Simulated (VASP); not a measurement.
Wanted: the native input for a VASP 6.6.1 run.

| Property | Result |
| --- | --- |
| Task | single point |
| Functional | r2SCAN |
| Potentials or basis | VASP PAW PBE potentials, release 64 (Tc_pv) |
| Cutoff | 520 eV |
| k mesh | 11 × 11 × 6 |
| Occupations | fermi-dirac, width 0.05 eV |
| Spin | no spin polarisation |
| Dipole correction | no |
| Further INCAR settings | ALGO = Normal; EDIFF = 1e-06; NBANDS = 20 |

Crystal: Tc.

```xyz
2
Lattice="2.7400 0.0000 0.0000 -1.3700 2.3729 0.0000 0.0000 0.0000 4.3980" Properties=species:S:1:pos:R:3 pbc="T T T"
Tc    1.3700    0.7910    3.2985
Tc    0.0000    1.5819    1.0995
```

These files were run (other wordings do the same):

POSCAR

```
Tc
1.0
    2.7400000000      0.0000000000      0.0000000000
   -1.3700000000      2.3729096064      0.0000000000
    0.0000000000      0.0000000000      4.3980000000
Tc
2
Direct
    0.6666666667      0.3333333333      0.7500000000
    0.3333333333      0.6666666667      0.2500000000
```

INCAR.step1

```
  PREC = Accurate
  ENCUT = 520
  ISMEAR = -1
  SIGMA = 0.05
  LREAL = False
  LASPH = True
  NELM = 80
  NBANDS = 20
  GGA = PE
  ALGO = Normal
  EDIFF = 1E-4
  LWAVE = True
  LCHARG = False
```

INCAR.step2

```
  PREC = Accurate
  ENCUT = 520
  EDIFF = 1E-6
  ISMEAR = -1
  SIGMA = 0.05
  LREAL = False
  LASPH = True
  NELM = 80
  ALGO = Normal
  ISIF = 2
  LWAVE = False
  LCHARG = False
  METAGGA = R2SCAN
  LMIXTAU = True
  NBANDS = 20
  ISTART = 1
```

KPOINTS

```
regular mesh
0
Gamma
  11 11 6
```

Potentials or basis: VASP PAW PBE potentials, release 64 (Tc_pv).

Command:

```console
$ cat potpaw_PBE.64/Tc_pv/POTCAR > POTCAR
$ cp INCAR.step1 INCAR
$ mpirun -np 1 vasp_std > vasp.out
$ cp INCAR.step2 INCAR
$ mpirun -np 1 vasp_std > vasp.out
```

Results of the run:

```json
{"Pressure": "-1.7 GPa", "Band gap on the k mesh": "zero (band 13 reaches 14.09 eV, above the bottom of band 14 at 10.85 eV)"}
```

Caveat: the PAW data sets were made with another functional, which shifts forces and pressure a little.

Wall time 53 s on 1 thread of Intel(R) Xeon(R) Platinum 8559C (Emerald Rapids) (shared host), peak memory 0.15 GiB.
